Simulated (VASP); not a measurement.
Wanted: the native input for a VASP 6.6.1 run.

```yaml
Task: single point
Functional: r2SCAN
Dispersion: rVV10
Potentials_or_basis: VASP PAW PBE potentials, release 64 (Pd, Rh_pv, S)
Cutoff: 520 eV
k_mesh: 6 × 6 × 6
Occupations: fermi-dirac, width 0.03 eV
Spin: no spin polarisation
Dipole_correction: no
Further_INCAR_settings: ALGO = Normal; EDIFF = 1e-07; NBANDS = 41
```

The system is PdRh2S4.

```xyz
7
Lattice="-3.3396 3.3396 2.7589 3.3396 -3.3396 2.7589 3.3396 3.3396 -2.7589" Properties=species:S:1:pos:R:3 pbc="T T T"
Pd    0.0000    0.0000    0.0000
Rh    3.3396    0.0000    0.0000
Rh    0.0000    3.3396    0.0000
S     4.6072   -1.2676    1.3795
S    -1.2676    2.0720    1.3795
S     1.2676    4.6072    1.3795
S     2.0720    1.2676    1.3795
```

One way to write it, as run:

POSCAR

```
PdRh2S4
1.0
   -3.3396075626      3.3396075626      2.7589455657
    3.3396075626     -3.3396075626      2.7589455657
    3.3396075626      3.3396075626     -2.7589455657
Pd Rh S
1 2 4
Direct
    0.0000000000      0.0000000000      0.0000000000
    0.0000000000      0.5000000000      0.5000000000
    0.5000000000      0.0000000000      0.5000000000
    0.0602213525      0.9397786475      0.5000000000
    0.5602213525      0.0602213525      0.1204427049
    0.9397786475      0.4397786475      0.8795572951
    0.4397786475      0.5602213525      0.5000000000
```

INCAR.step1

```
SYSTEM = PdRh2S4
ALGO = Normal
EDIFF = 1E-4
ENCUT = 520
GGA = PE
ISMEAR = -1
LASPH = .True.
LCHARG = .False.
LREAL = .False.
LWAVE = .True.
NBANDS = 41
NELM = 100
PREC = Accurate
SIGMA = 0.03
```

INCAR.step2

```
SYSTEM = PdRh2S4
ALGO = Normal
BPARAM = 11.95
CPARAM = 0.0093
EDIFF = 1E-7
ENCUT = 520
ISIF = 2
ISMEAR = -1
ISTART = 1
IVDW_NL = 2
LASPH = .True.
LCHARG = .True.
LELF = .True.
LMIXTAU = .True.
LREAL = .False.
LUSE_VDW = .True.
LVHAR = .True.
LWAVE = .False.
METAGGA = R2SCAN
NBANDS = 41
NELM = 100
PREC = Accurate
SIGMA = 0.03
```

KPOINTS

```
k-points
0
Gamma
  6 6 6
  0 0 0
```

Potentials or basis: VASP PAW PBE potentials, release 64 (Pd, Rh_pv, S).

Command:

```sh
$ cat potpaw_PBE.64/Pd/POTCAR potpaw_PBE.64/Rh_pv/POTCAR potpaw_PBE.64/S/POTCAR > POTCAR
$ cp INCAR.step1 INCAR
$ mpirun -np 1 vasp_std > vasp.out
$ cp INCAR.step2 INCAR
$ mpirun -np 1 vasp_std > vasp.out
```

Results of the run:

- Pressure: 0.0 GPa
- Largest force: 0.019 eV/Å
- Band gap on the k mesh: zero (bands 32 and 33 overlap by 0.55 eV)

Caveat: the PAW data sets were made with another functional, which shifts forces and pressure a little.

Run time: 25 min on 1 thread of AMD EPYC 7R43 64-Core Processor (Zen 3), with other jobs on the host, peak memory 0.59 GiB.
